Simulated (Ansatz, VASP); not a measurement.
Al3BN2: VASP beside Ansatz

```
CELL_PARAMETERS angstrom
3.25985 -2.40283 0.00000
3.25985 2.40283 0.00000
-2.86164 0.00000 4.56860
ATOMIC_POSITIONS crystal
Al 0.92050 0.92050 0.14366
Al 0.07950 0.07950 0.85634
Al 0.50000 0.50000 0.50000
B 0.50000 0.50000 0.00000
N 0.27201 0.27201 0.67840
N 0.72799 0.72799 0.32160
```

Alike in both runs: task relaxation of cell and atoms; functional PBE; k mesh 3 × 3 × 3; occupations gaussian, width 0.15 eV; no spin polarisation.

|  | VASP | Ansatz |
| --- | --- | --- |
| version | VASP 6.6.1 | Ansatz 0.2.0 |
| potentials or method | VASP PAW PBE potentials, release 64 (Al, B, N), cutoff 600 eV | scalar-relativistic, plane waves, PAW |
| valence electrons in the cell | 22 | 22 |

|  | VASP | Ansatz | Ansatz less VASP |
| --- | --- | --- | --- |
| gap on the k mesh at the Fermi level, each at its own relaxed structure (eV) | none | none | - |
| relaxed volume (Å³/atom) | 13.70 | 14.28 | +0.582 |
| relaxed cell length with the largest relative difference (Å) | 4.737 | 4.826 | +0.0888 |

A gap of «none» marks a metal or a gap that the smearing closes.

The k mesh is coarse, so the values compare programs but aren't converged.
